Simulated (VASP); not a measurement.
# Cs2AgBiBr6 (Fm-3m) in VASP: single point with r2SCAN

Aim: the single point of Cs2AgBiBr6 with r2SCAN.

Program: VASP 6.6.1. These are calculated values, not measurements. Logs are shortened: lines on timing, memory, paths and dates and some standing lists are left out, and cuts for length are marked.

**1. The cell of the first run**

It takes space group Fm-3m (No. 225, cubic). Conventional cell: a = 11.341 Å, b = 11.341 Å, c = 11.341 Å, α = 90.00°, β = 90.00°, γ = 90.00°. Within 5.3 Å of Cs (site symmetry -43m) lie 12 Br at 4.01 Å and 4 Ag at 4.91 Å and 4 Bi at 4.91 Å. Within 3.7 Å of Ag (site symmetry m-3m) lie 6 Br at 2.81 Å. Bi (site symmetry m-3m) has 6 Br at 2.86 Å within 3.8 Å. Within 3.7 Å of Br (site symmetry 4mm) lie 1 Ag at 2.81 Å and 1 Bi at 2.86 Å.

**2. Single point, r2SCAN, non-collinear spin, zero start, spin-orbit coupling**

POSCAR

```
Cs2AgBiBr6
1.0
    0.0000000000      5.6704081900      5.6704081900
    5.6704081900      0.0000000000      5.6704081900
    5.6704081900      5.6704081900      0.0000000000
Cs Ag Bi Br
2 1 1 6
Direct
    0.2500000000      0.2500000000      0.2500000000
    0.7500000000      0.7500000000      0.7500000000
    0.5000000000      0.5000000000      0.5000000000
    0.0000000000      0.0000000000      0.0000000000
    0.2519010200      0.7480989800      0.2519010200
    0.2519010200      0.7480989800      0.7480989800
    0.7480989800      0.2519010200      0.7480989800
    0.7480989800      0.2519010200      0.2519010200
    0.2519010200      0.2519010200      0.7480989800
    0.7480989800      0.7480989800      0.2519010200
```

INCAR.step1

```
PREC = Accurate
ENCUT = 550
ISMEAR = -1
SIGMA = 0.02
LREAL = False
LASPH = True
NELM = 200
MAGMOM = 0 0 0 0 0 0 0 0 0 0 0 0 0 0 0 0 0 0 0 0 0 0 0 0 0 0 0 0 0 0
LSORBIT = True
GGA_COMPAT = False
LMAXMIX = 4
NBANDS = 106
GGA = PE
ALGO = Normal
EDIFF = 1E-5
LWAVE = True
LCHARG = False
KPAR = 4
```

INCAR.step2

```
PREC = Accurate
ENCUT = 550
EDIFF = 1E-6
ISMEAR = -1
SIGMA = 0.02
LREAL = False
LASPH = True
NELM = 200
ALGO = Normal
ISIF = 2
LWAVE = False
LCHARG = True
MAGMOM = 0 0 0 0 0 0 0 0 0 0 0 0 0 0 0 0 0 0 0 0 0 0 0 0 0 0 0 0 0 0
LORBIT = 11
LSORBIT = True
GGA_COMPAT = False
LORBMOM = True
LMAXMIX = 4
METAGGA = R2SCAN
LMIXTAU = True
LVHAR = True
NBANDS = 106
ISTART = 1
KPAR = 4
```

KPOINTS

```
regular mesh
0
Gamma
  4 4 4
```

Potentials or basis: VASP PAW PBE potentials, release 64 (Cs_sv, Ag, Bi_d, Br).

Command:

```sh
$ cat potpaw_PBE.64/Cs_sv/POTCAR potpaw_PBE.64/Ag/POTCAR potpaw_PBE.64/Bi_d/POTCAR potpaw_PBE.64/Br/POTCAR > POTCAR
$ cp INCAR.step1 INCAR
$ mpirun -np 4 vasp_ncl > vasp.out
$ cp INCAR.step2 INCAR
$ mpirun -np 4 vasp_ncl > vasp.out
```

OUTCAR:

```text
PREC = Accurate
   ENCUT = 550
   EDIFF = 1E-6
   ISMEAR = -1
   LREAL = False
   LASPH = True
   NELM = 200
   ISIF = 2
   LORBIT = 11
   LSORBIT = True
   METAGGA = R2SCAN
   ISTART = 1

 ion  position               nearest neighbor table
   1  0.250  0.250  0.250-
   2  0.750  0.750  0.750-
   3  0.500  0.500  0.500-   5 2.81   6 2.81   7 2.81   8 2.81   9 2.81  10 2.81
   4  0.000  0.000  0.000-   5 2.86   6 2.86   7 2.86   8 2.86   9 2.86  10 2.86
   5  0.252  0.748  0.252-   3 2.81   4 2.86
   6  0.252  0.748  0.748-   3 2.81   4 2.86
   7  0.748  0.252  0.748-   3 2.81   4 2.86
   8  0.748  0.252  0.252-   3 2.81   4 2.86
   9  0.252  0.252  0.748-   3 2.81   4 2.86
  10  0.748  0.748  0.252-   3 2.81   4 2.86

  LATTYP: Found a face centered cubic cell.
 ALAT       =    11.3408163800

  Lattice vectors:

 A1 = (   0.0000000000,   5.6704081900,   5.6704081900)
 A2 = (   5.6704081900,   0.0000000000,   5.6704081900)
 A3 = (   5.6704081900,   5.6704081900,   0.0000000000)

Analysis of symmetry for initial positions (statically):
=====================================================================
 Subroutine PRICEL returns:
 Original cell was already a primitive cell.

 Routine SETGRP: Setting up the symmetry group for a
 face centered cubic supercell.

 Subroutine GETGRP returns: Found 48 space group operations
 (whereof 48 operations were pure point group operations)
 out of a pool of 48 trial point group operations.

The static configuration has the point symmetry O_h .

Analysis of symmetry for dynamics (positions and initial velocities):
=====================================================================
 Subroutine PRICEL returns:
 Original cell was already a primitive cell.

 Routine SETGRP: Setting up the symmetry group for a
 face centered cubic supercell.

 Subroutine GETGRP returns: Found 48 space group operations
 (whereof 48 operations were pure point group operations)
 out of a pool of 48 trial point group operations.

The dynamic configuration has the point symmetry O_h .

Analysis of structural, dynamic, and magnetic symmetry:
=====================================================================
 Subroutine PRICEL returns:
 Original cell was already a primitive cell.

 Routine SETGRP: Setting up the symmetry group for a
 face centered cubic supercell.

 Subroutine GETGRP returns: Found 48 space group operations
 (whereof 48 operations were pure point group operations)
 out of a pool of 48 trial point group operations.

The overall configuration has the point symmetry O_h .

 Subroutine INISYM returns: Found 48 space group operations
 (whereof 48 operations are pure point group operations),
 and found     1 'primitive' translations

----------------------------------------------------------------------------------------

                                     Primitive cell

  volume of cell :     364.6473

  direct lattice vectors                    reciprocal lattice vectors
     0.000000000  5.670408190  5.670408190    -0.088177074  0.088177074  0.088177074
     5.670408190  0.000000000  5.670408190     0.088177074 -0.088177074  0.088177074
     5.670408190  5.670408190  0.000000000     0.088177074  0.088177074 -0.088177074

  length of vectors
     8.019168166  8.019168166  8.019168166     0.152727171  0.152727171  0.152727171

  position of ions in fractional coordinates (direct lattice)
     0.250000000  0.250000000  0.250000000
     0.750000000  0.750000000  0.750000000
     0.500000000  0.500000000  0.500000000
     0.000000000  0.000000000  0.000000000
     0.251901020  0.748098980  0.251901020
     0.251901020  0.748098980  0.748098980
     0.748098980  0.251901020  0.748098980
     0.748098980  0.251901020  0.251901020
     0.251901020  0.251901020  0.748098980
     0.748098980  0.748098980  0.251901020

  ion indices of the primitive-cell ions
   primitive index   ion index
                 1           1
                 2           2
                 3           3
                 4           4
[... 941 lines left out ...]
  volume of cell :      364.65
      direct lattice vectors                 reciprocal lattice vectors
     0.000000000  5.670408190  5.670408190    -0.088177074  0.088177074  0.088177074
     5.670408190  0.000000000  5.670408190     0.088177074 -0.088177074  0.088177074
     5.670408190  5.670408190  0.000000000     0.088177074  0.088177074 -0.088177074

 POSITION                                       TOTAL-FORCE (eV/Angst)
 -----------------------------------------------------------------------------------
      2.83520      2.83520      2.83520         0.000000      0.000000     -0.000000
      8.50561      8.50561      8.50561         0.000000      0.000000      0.000000
      5.67041      5.67041      5.67041         0.000000     -0.000000      0.000000
      0.00000      0.00000      0.00000         0.000000     -0.000000     -0.000000
      5.67041      2.85676      5.67041         0.000000      0.062964      0.000000
      8.48405      5.67041      5.67041        -0.062964     -0.000000      0.000000
      5.67041      8.48405      5.67041         0.000000     -0.062964      0.000000
      2.85676      5.67041      5.67041         0.062964     -0.000000      0.000000
      5.67041      5.67041      2.85676         0.000000     -0.000000      0.062964
      5.67041      5.67041      8.48405         0.000000     -0.000000     -0.062964
 -----------------------------------------------------------------------------------
    total drift:                               -0.000000      0.000000      0.000000

  FREE ENERGIE OF THE ION-ELECTRON SYSTEM (eV)
  ---------------------------------------------------
  free  energy   TOTEN  =      -223.5583938152 eV

  energy  without entropy=     -223.5583938152  energy(sigma->0) =     -223.55839382

 orbital moment (x)

 # of ion     p       d       tot
 ----------------------------------------
  1         0.000  -0.000  -0.000
  2         0.000   0.000   0.000
  3        -0.000  -0.000  -0.000
  4        -0.000   0.000  -0.000
  5         0.000  -0.000  -0.000
  6        -0.000   0.000   0.000
  7         0.000  -0.000   0.000
  8        -0.000  -0.000  -0.000
  9         0.000  -0.000   0.000
 10         0.000   0.000   0.000
 ----------------------------------------
            0.000  -0.000   0.000

 orbital moment (y)

 # of ion     p       d       tot
 ----------------------------------------
  1         0.000  -0.000  -0.000
  2         0.000  -0.000  -0.000
  3        -0.000   0.000   0.000
  4        -0.000  -0.000  -0.000
  5         0.000  -0.000  -0.000
  6         0.000   0.000   0.000
  7         0.000  -0.000  -0.000
  8         0.000   0.000   0.000
  9         0.000   0.000   0.000
 10         0.000   0.000   0.000
 ----------------------------------------
            0.000   0.000   0.000

 orbital moment (z)

 # of ion     p       d       tot
 ----------------------------------------
  1         0.000  -0.000  -0.000
  2         0.000   0.000   0.000
  3         0.000   0.000   0.000
  4         0.000   0.000   0.000
  5         0.000   0.000   0.000
  6         0.000   0.000   0.000
  7         0.000   0.000   0.000
  8         0.000   0.000   0.000
  9         0.000  -0.000  -0.000
 10         0.000   0.000   0.000
 ----------------------------------------
            0.000   0.000   0.000

 Spin-Orbit-Coupling matrix elements

 Ion:    1  E_soc:     -0.3065823
 l=   1
     0.0000000    -0.0510785    -0.0510785
    -0.0510785     0.0000000    -0.0510785
    -0.0510785    -0.0510785     0.0000000
 l=   2
     0.0000000    -0.0000035     0.0000000    -0.0000035    -0.0000150
    -0.0000035     0.0000000    -0.0000113    -0.0000035    -0.0000038
     0.0000000    -0.0000113     0.0000000    -0.0000113     0.0000000
    -0.0000035    -0.0000035    -0.0000113     0.0000000    -0.0000038
    -0.0000150    -0.0000038     0.0000000    -0.0000038     0.0000000
 l=   3
     0.0000000     0.0000000     0.0000000     0.0000000     0.0000000     0.0000000     0.0000000
     0.0000000     0.0000000     0.0000000     0.0000000     0.0000000     0.0000000     0.0000000
     0.0000000     0.0000000     0.0000000     0.0000000     0.0000000     0.0000000     0.0000000
     0.0000000     0.0000000     0.0000000     0.0000000     0.0000000     0.0000000     0.0000000
[... 169 lines left out ...]
 l=   2
     0.0000000    -0.0000003     0.0000000    -0.0000003    -0.0000003
    -0.0000003     0.0000000     0.0000018    -0.0000004    -0.0000004
     0.0000000     0.0000018     0.0000000     0.0000018     0.0000000
    -0.0000003    -0.0000004     0.0000018     0.0000000    -0.0000004
    -0.0000003    -0.0000004     0.0000000    -0.0000004     0.0000000
 l=   3
     0.0000000     0.0000000     0.0000000     0.0000000     0.0000000     0.0000000     0.0000000
     0.0000000     0.0000000     0.0000000     0.0000000     0.0000000     0.0000000     0.0000000
     0.0000000     0.0000000     0.0000000     0.0000000     0.0000000     0.0000000     0.0000000
     0.0000000     0.0000000     0.0000000     0.0000000     0.0000000     0.0000000     0.0000000
     0.0000000     0.0000000     0.0000000     0.0000000     0.0000000     0.0000000     0.0000000
     0.0000000     0.0000000     0.0000000     0.0000000     0.0000000     0.0000000     0.0000000
     0.0000000     0.0000000     0.0000000     0.0000000     0.0000000     0.0000000     0.0000000

 total charge

# of ion       s       p       d       tot
------------------------------------------
    1        1.845   4.717   0.014   6.576
    2        1.845   4.717   0.014   6.576
    3        0.228   0.161   9.340   9.729
    4        1.621   0.918   9.974  12.513
    5        1.607   3.280   0.011   4.899
    6        1.607   3.280   0.011   4.899
    7        1.607   3.280   0.011   4.899
    8        1.607   3.280   0.011   4.899
    9        1.607   3.280   0.011   4.899
   10        1.607   3.280   0.011   4.899
--------------------------------------------------
tot         15.185  30.193  19.411  64.789

 magnetization (x)

# of ion       s       p       d       tot
------------------------------------------
    1        0.000   0.000  -0.000  -0.000
    2        0.000   0.000  -0.000  -0.000
    3        0.000  -0.000   0.000   0.000
    4        0.000   0.000   0.000   0.000
    5       -0.000  -0.000   0.000  -0.000
    6        0.000   0.000   0.000   0.000
    7       -0.000   0.000   0.000  -0.000
    8        0.000   0.000   0.000   0.000
    9        0.000   0.000   0.000   0.000
   10        0.000   0.000  -0.000   0.000
--------------------------------------------------
tot         -0.000   0.000  -0.000   0.000

 magnetization (y)

# of ion       s       p       d       tot
------------------------------------------
    1        0.000   0.000   0.000   0.000
    2        0.000   0.000   0.000   0.000
    3        0.000  -0.000   0.000   0.000
    4        0.000  -0.000   0.000   0.000
    5        0.000   0.000   0.000   0.000
    6        0.000   0.000  -0.000   0.000
    7        0.000   0.000   0.000   0.000
    8        0.000   0.000  -0.000   0.000
    9       -0.000  -0.000   0.000  -0.000
   10       -0.000   0.000  -0.000  -0.000
--------------------------------------------------
tot          0.000   0.000  -0.000   0.000

 magnetization (z)

# of ion       s       p       d       tot
------------------------------------------
    1        0.000   0.000  -0.000  -0.000
    2        0.000   0.000  -0.000  -0.000
    3        0.000   0.000   0.000   0.000
    4        0.000  -0.000  -0.000   0.000
    5        0.000   0.000  -0.000   0.000
    6       -0.000   0.000   0.000  -0.000
    7        0.000   0.000   0.000   0.000
    8       -0.000   0.000   0.000  -0.000
    9        0.000   0.000   0.000   0.000
   10        0.000   0.000   0.000   0.000
--------------------------------------------------
tot         -0.000   0.000   0.000   0.000
```

It took 15 min on 4 MPI ranks of Intel Xeon 6975P-C (Granite Rapids), shared host; peak memory 2.5 GiB.

Results:

```
Free energy                                           : -223.5584 eV
Pressure                                              : 0.1 GPa
Largest force                                         : 0.063 eV/Å
Net moment                                            : 0.00 μB per cell
Valence electrons inside the program's atomic spheres : Cs 6.58; Ag 9.73; Bi 12.51; Br 4.90
```

Forces in eV/Å, atoms in the order of the input:
```
Cs   0.000  0.000  0.000
Cs   0.000  0.000  0.000
Ag   0.000  0.000  0.000
Bi   0.000  0.000  0.000
Br   0.000  0.063  0.000
Br  -0.063  0.000  0.000
Br   0.000 -0.063  0.000
Br   0.063  0.000  0.000
Br   0.000  0.000  0.063
Br   0.000  0.000 -0.063
```

Moments on the atoms (μB; x, y, z):
```
Cs  0.00 0.00 0.00
Cs  0.00 0.00 0.00
Ag  0.00 0.00 0.00
Bi  0.00 0.00 0.00
Br  0.00 0.00 0.00
Br  0.00 0.00 0.00
Br  0.00 0.00 0.00
Br  0.00 0.00 0.00
Br  0.00 0.00 0.00
Br  0.00 0.00 0.00
```

Caveat: the PAW data sets were made with another functional, which shifts forces and pressure a little.
